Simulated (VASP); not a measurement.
# Fe (Im-3m) in VASP: a series of runs, part 2 of 2

VASP 6.6.1. Earlier steps stand in the parts before.

### Step 3. Single point, PBE, collinear spin, ferromagnetic start

This run uses another cell than the first one, of 11.32 Å³/atom, 1.020 times its volume.

INCAR

```
ALGO     = Fast           # electronic algorithm
EDIFF    = 1E-7           # SCF threshold, eV
ENCUT    = 520            # plane-wave cutoff, eV
GGA      = PE             # functional
ISIF     = 2              # what is computed and relaxed
ISMEAR   = 0              # smearing method
ISPIN    = 2              # spin polarisation
LASPH    = T              # aspherical terms in the spheres
LCHARG   = F              # write CHGCAR
LMAXMIX  = 4              # l up to which the mixer works
LORBIT   = 11             # projections on sites
LREAL    = F              # projectors in reciprocal space
LWAVE    = F              # write WAVECAR
MAGMOM   = 2.4            # initial moments
NBANDS   = 14             # bands
NELM     = 150            # most SCF steps
PREC     = Accurate       # precision mode
SIGMA    = 0.05           # smearing width, eV
```

KPOINTS

```
k-points
0
Gamma
  10 10 10
```

POSCAR

```
Fe
1.0
   -1.4144795494      1.4144795494      1.4144795494
    1.4144795494     -1.4144795494      1.4144795494
    1.4144795494      1.4144795494     -1.4144795494
Fe
1
Direct
    0.0000000000      0.0000000000      0.0000000000
```

Potentials or basis: VASP PAW PBE potentials, release 64 (Fe).

Launch:

```bash
cat potpaw_PBE.64/Fe/POTCAR > POTCAR
mpirun -np 1 vasp_std > vasp.out
```

OUTCAR:

```text
EDIFF = 1E-7
   ENCUT = 520
   GGA = PE
   ISIF = 2
   ISMEAR = 0
   ISPIN = 2
   LASPH = T
   LORBIT = 11
   LREAL = F
   NELM = 150
   PREC = Accurate

 ion  position               nearest neighbor table
   1  0.000  0.000  0.000-

  LATTYP: Found a body centered cubic cell.
 ALAT       =     2.8289590988

  Lattice vectors:

 A1 = (  -1.4144795494,   1.4144795494,   1.4144795494)
 A2 = (   1.4144795494,  -1.4144795494,   1.4144795494)
 A3 = (   1.4144795494,   1.4144795494,  -1.4144795494)

Analysis of symmetry for initial positions (statically):
=====================================================================
 Subroutine PRICEL returns:
 Original cell was already a primitive cell.

 Routine SETGRP: Setting up the symmetry group for a
 body centered cubic supercell.

 Subroutine GETGRP returns: Found 48 space group operations
 (whereof 48 operations were pure point group operations)
 out of a pool of 48 trial point group operations.

The static configuration has the point symmetry O_h .

Analysis of symmetry for dynamics (positions and initial velocities):
=====================================================================
 Subroutine PRICEL returns:
 Original cell was already a primitive cell.

 Routine SETGRP: Setting up the symmetry group for a
 body centered cubic supercell.

 Subroutine GETGRP returns: Found 48 space group operations
 (whereof 48 operations were pure point group operations)
 out of a pool of 48 trial point group operations.

The dynamic configuration has the point symmetry O_h .

Analysis of structural, dynamic, and magnetic symmetry:
=====================================================================
 Subroutine PRICEL returns:
 Original cell was already a primitive cell.

 Routine SETGRP: Setting up the symmetry group for a
 body centered cubic supercell.

 Subroutine GETGRP returns: Found 48 space group operations
 (whereof 48 operations were pure point group operations)
 out of a pool of 48 trial point group operations.

The overall configuration has the point symmetry O_h .

 Subroutine INISYM returns: Found 48 space group operations
 (whereof 48 operations are pure point group operations),
 and found     1 'primitive' translations

----------------------------------------------------------------------------------------

                                     Primitive cell

  volume of cell :      11.3201

  direct lattice vectors                    reciprocal lattice vectors
    -1.414479549  1.414479549  1.414479549     0.000000000  0.353486906  0.353486906
     1.414479549 -1.414479549  1.414479549     0.353486906  0.000000000  0.353486906
     1.414479549  1.414479549 -1.414479549     0.353486906  0.353486906  0.000000000

  length of vectors
     2.449950446  2.449950446  2.449950446     0.499905977  0.499905977  0.499905977

  position of ions in fractional coordinates (direct lattice)
     0.000000000  0.000000000  0.000000000

  ion indices of the primitive-cell ions
   primitive index   ion index
                 1           1

----------------------------------------------------------------------------------------

 KPOINTS: k-points

Automatic generation of k-mesh.
 Grid dimensions read from file:
 generate k-points for:   10   10   10

 Generating k-lattice:

  Cartesian coordinates                     Fractional coordinates (reciprocal lattice)
[... 70 lines left out ...]
   PSTRESS=    0.0 pullay stress
   NELECT =       8.0000    total number of electrons
   NUPDOWN=      -1.0000    fix difference up-down
   EMIN   =  10.00;   EMAX   =-10.00  energy-range for DOS
   EFERMI =   0.00;   METHOD = LEGACY
   ISMEAR =     0;   SIGMA  =   0.05  broadening in eV -4-tet -1-fermi 0-gaus
   EFERMI_NEDOS =   21; number of points for ismear=-14 and -15
   IALGO  =     68    algorithm
   IMIX   =      4    mixing-type and parameters
     AMIX     =   0.40;   BMIX     =  1.00
     AMIX_MAG =   1.60;   BMIX_MAG =  1.00
  volume/ion in A,a.u.               =      11.32        76.39
  Fermi-wavevector in a.u.,A,eV,Ry     =   1.458215  2.755626 28.931296  2.126390
  Thomas-Fermi vector in A             =   2.574925
   LORBIT       =     11    0 simple, 1 ext, 2 COOP (PROOUT), +10 PAW based schemes
   GGA     = PE    functional components
   LHFCALC =     F    Hartree Fock is set to
   AEXX    =    0.0000 exact exchange contribution
   IVDW    =     0    specifies the selected vdW correction
   LEPSILON=     F    determine dielectric tensor
   LRPA    =     F    only Hartree local field effects (RPA)
 spin polarized calculation
 RMM-DIIS sequential band-by-band and
 Gauss-broadening in eV      SIGMA  =   0.05
  energy-cutoff  :      520.00
  volume of cell :       11.32
 maximum number of plane-waves:       321
   NGX =  9   NGY =  9   NGZ =  9

 number of electron       8.0000009 magnetization       2.1321036

 Free energy of the ion-electron system (eV)
  ---------------------------------------------------
  ext. energy  EPLUGINS =         0.00000000
  ---------------------------------------------------
  free energy    TOTEN  =        -8.24914261 eV

  energy without entropy =       -8.24726512  energy(sigma->0) =       -8.24820387

 E-fermi :   5.8641     XC(G=0): -13.1398

 val. band max:        5.8640888668   @ k =  -0.4000   0.5000   0.2000
 cond. band min:       5.8779060383   @ k =  -0.4000   0.5000   0.3000
 fundamental gap:      0.0138171715
 Fermi energy:         5.8641269253

 spin component 1

 k-point     1 :       0.0000    0.0000    0.0000
  band No.  band energies     occupation
      1      -2.5776      1.00000
      2       3.5542      1.00000
      3       3.5542      1.00000
      4       3.5542      1.00000
      5       4.7644      1.00000
      6       4.7644      1.00000
      7      30.9360      0.00000
      8      30.9360      0.00000
      9      30.9360      0.00000
     10      36.0396      0.00000
     11      36.0396      0.00000
     12      38.3594      0.00000
     13      38.3594      0.00000
     14      38.3603      0.00000
[... 379 lines left out ...]
      3       3.2917      1.00000
      4       4.4541      1.00000
      5       5.1601      1.00000
      6       5.3086      1.00000
      7      19.7030      0.00000
      8      25.5663      0.00000
      9      26.0020      0.00000
     10      32.3923      0.00000
     11      32.9791      0.00000
     12      35.7773      0.00000
     13      45.0600      0.00000
     14      45.1592      0.00000

 [... further k-points ...]

 spin component 2

 k-point     1 :       0.0000    0.0000    0.0000
  band No.  band energies     occupation
      1      -2.4429      1.00000
      2       5.4135      1.00000
      3       5.4136      1.00000
      4       5.4136      1.00000
      5       7.4800      0.00000
      6       7.4801      0.00000
      7      30.6529      0.00000
      8      30.6529      0.00000
      9      30.6529      0.00000
     10      36.2045      0.00000
     11      36.2045      0.00000
     12      38.9742      0.00000
     13      38.9742      0.00000
     14      38.9743      0.00000
[... 379 lines left out ...]
      3       5.0082      1.00000
      4       6.7239      0.00000
      5       7.1774      0.00000
      6       7.9266      0.00000
      7      20.4276      0.00000
      8      25.7816      0.00000
      9      26.5589      0.00000
     10      32.7806      0.00000
     11      33.3954      0.00000
     12      36.1475      0.00000
     13      45.3069      0.00000
     14      45.4702      0.00000

 [... further k-points ...]

------------------------ aborting loop because EDIFF is reached ----------------------------------------

  FORCE on cell =-STRESS in cart. coord.  units (eV):
  Direction    XX          YY          ZZ          XY          YZ          ZX
  --------------------------------------------------------------------------------------
  -------------------------------------------------------------------------------------
  Total       -0.0418797     -0.0418797     -0.0418797      0.0000000      0.0000000      0.0000000
  in kB       -5.9274005     -5.9274005     -5.9274005      0.0000000      0.0000000      0.0000000
  external PRESSURE =      -5.9274005 kB  Pullay stress =       0.0000000 kB

 VOLUME and BASIS-vectors are now :
 -----------------------------------------------------------------------------
  energy-cutoff  :      520.00
  volume of cell :       11.32
      direct lattice vectors                 reciprocal lattice vectors
    -1.414479549  1.414479549  1.414479549     0.000000000  0.353486906  0.353486906
     1.414479549 -1.414479549  1.414479549     0.353486906  0.000000000  0.353486906
     1.414479549  1.414479549 -1.414479549     0.353486906  0.353486906  0.000000000

 POSITION                                       TOTAL-FORCE (eV/Angst)
 -----------------------------------------------------------------------------------
      0.00000      0.00000      0.00000         0.000000     -0.000000      0.000000
 -----------------------------------------------------------------------------------
    total drift:                                0.000000      0.000000      0.000000

  FREE ENERGIE OF THE ION-ELECTRON SYSTEM (eV)
  ---------------------------------------------------
  free  energy   TOTEN  =        -8.2491426148 eV

  energy  without entropy=       -8.2472651191  energy(sigma->0) =       -8.24820387

 total charge

# of ion       s       p       d       tot
------------------------------------------
    1        0.487   0.547   6.240   7.274

 magnetization (x)

# of ion       s       p       d       tot
------------------------------------------
    1       -0.015  -0.064   2.213   2.134
```

Run time: 10 s. Hardware: 1 thread of Intel Xeon 6975P-C (Granite Rapids), shared host; peak memory 0.13 GiB.

Results:

| Item | Value |
| --- | --- |
| Free energy | -8.2491 eV |
| Pressure | -0.6 GPa |
| Net moment | 2.13 μB per cell |
| Site moments | Fe +2.13 μB |
| Valence electrons inside the program's atomic spheres | Fe 7.27 |

Levels at points of the mesh, in eV from the Fermi level:
Spin up:
```
           k point  band 1  band 2  band 3  band 4  band 5  band 6  band 7  band 8  band 9  band 10
(0.00, 0.00, 0.00)   -8.44   -2.31   -2.31   -2.31   -1.10   -1.10   25.07   25.07   25.07    30.18
(0.50, 0.00, 0.00)   -4.94   -3.40   -1.03   -0.91    0.39    0.53    7.39   18.41   20.29    23.55
(0.50, 0.50, 0.50)   -4.87   -4.87    0.12    0.12    0.12    9.97    9.97    9.97   15.69    15.69
```
Spin down:
```csv
k point,band 1,band 2,band 3,band 4,band 5,band 6,band 7,band 8
"(0.00, 0.00, 0.00)",-8.31,-0.45,-0.45,-0.45,1.62,1.62,24.79,24.79
"(0.50, 0.00, 0.00)",-3.70,-1.73,0.61,1.47,1.87,2.55,8.72,18.43
"(0.50, 0.50, 0.50)",-3.08,-3.08,2.25,2.25,2.25,10.21,10.21,10.21
```

### Step 4. Single point, PBE, collinear spin, ferromagnetic start

This run uses another cell than the first one, of 12.02 Å³/atom, 1.083 times its volume.

INCAR

```
SYSTEM = Fe
PREC = Accurate
ENCUT = 520
EDIFF = 1E-6
ISMEAR = 0
SIGMA = 0.05
LREAL = .FALSE.
LASPH = .TRUE.
NELM = 150
ALGO = Normal
ISIF = 2
LWAVE = .FALSE.
LCHARG = .FALSE.
ISPIN = 2
MAGMOM = 2.5
LORBIT = 11
LMAXMIX = 4
GGA = PE
NBANDS = 14
```

KPOINTS

```
Automatic mesh
0
G
  10 10 10
  0 0 0
```

POSCAR

```
Fe
1.0
   -1.4430000000      1.4430000000      1.4430000000
    1.4430000000     -1.4430000000      1.4430000000
    1.4430000000      1.4430000000     -1.4430000000
Fe
1
Direct
    0.0000000000      0.0000000000      0.0000000000
```

Launch:

```bash
cat potpaw_PBE.64/Fe/POTCAR > POTCAR
mpirun -np 1 vasp_std > vasp.out
```

Wall time 9.6 s (1 thread of Intel Xeon 6975P-C (Granite Rapids), shared host); peak memory 0.13 GiB.

It converged, with:

```yaml
Free_energy: -8.2209 eV
Pressure: -11.5 GPa
Net_moment: 2.16 μB per cell
Site_moments: Fe +2.18 μB
Valence_electrons_inside_the_program's_atomic_spheres: Fe 7.16
```

Levels at points of the mesh, in eV from the Fermi level:
Spin up:
```tsv
k point	band 3	band 4	band 5	band 6	band 7	band 8
(0.00, 0.00, 0.00)	-2.12	-2.12	-1.04	-1.04	24.58	24.58
(0.50, 0.00, 0.00)	-0.97	-0.87	0.35	0.64	6.95	17.99
(0.50, 0.50, 0.50)	0.10	0.10	0.10	9.65	9.65	9.65
```
Spin down:
```csv
k point,band 1,band 2,band 3,band 4,band 5,band 6,band 7
"(0.00, 0.00, 0.00)",-7.90,-0.23,-0.23,-0.23,1.72,1.72,24.25
"(0.50, 0.00, 0.00)",-3.29,-1.41,0.67,1.56,1.95,2.54,8.27
"(0.50, 0.50, 0.50)",-2.63,-2.63,2.26,2.26,2.26,9.85,9.85
```

### Step 5. The runs side by side

```tsv
cell	gap on the mesh (eV)	pressure (GPa)	moment (μB)
a = 2.434 Å, angles 109.5°, 1 atom	none	4.1	2.13
a = 2.450 Å, angles 109.5°, 1 atom	none	-0.6	2.13
a = 2.499 Å, angles 109.5°, 1 atom	none	-11.5	2.16
```

Alike in all rows: task single point; level PBE; potentials or basis VASP PAW PBE potentials, release 64 (Fe); spin collinear, ferromagnetic start; k mesh 10 × 10 × 10; cutoff (eV) 520; smearing gaussian 0.05 eV.

Absolute energies hang on the potentials; compare differences alone.
